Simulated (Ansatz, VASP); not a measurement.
## NiN2 in VASP and in Ansatz

```xyz
6
Lattice="3.7561 0.0000 0.0000 0.0000 4.6281 0.0000 0.0000 0.0000 2.8636" Properties=species:S:1:pos:R:3 pbc="T T T"
Ni    1.8780    2.3141    1.4318
Ni    0.0000    0.0000    0.0000
N     1.3804    4.2373    1.4318
N     3.2584    2.7049    0.0000
N     2.3757    0.3908    1.4318
N     0.4977    1.9232    0.0000
```

Alike in both runs: functional PBE; k mesh 10 × 8 × 14; occupations gaussian, width 0.1 eV; no spin polarisation.

Ansatz relaxed the structure, and its values are those at the end. VASP's run is a single point on that final structure, the one shown.

|  | VASP | Ansatz |
| --- | --- | --- |
| version | VASP 6.6.1 | Ansatz 0.2.0 |
| potentials or method | VASP PAW PBE potentials, release 64 (Ni, N), cutoff 520 eV | scalar-relativistic, plane waves, PAW |
| valence electrons in the cell | 40 | 56 |

VASP gave:

```
gap on the k mesh at the Fermi level (eV) : none
pressure (GPa)                            : 0.6
rms of the force components (eV/Å)        : 0.018
```

Problem. Which values does Ansatz return?

Solution. gap on the k mesh at the Fermi level (eV): none; pressure (GPa): 0.0; rms of the force components (eV/Å): 0.001.

A gap of «none» marks a metal or a gap that the smearing closes. VASP's potentials hold 40 valence electrons a cell and Ansatz's 56, so a difference there can come from the potentials and not from the codes.
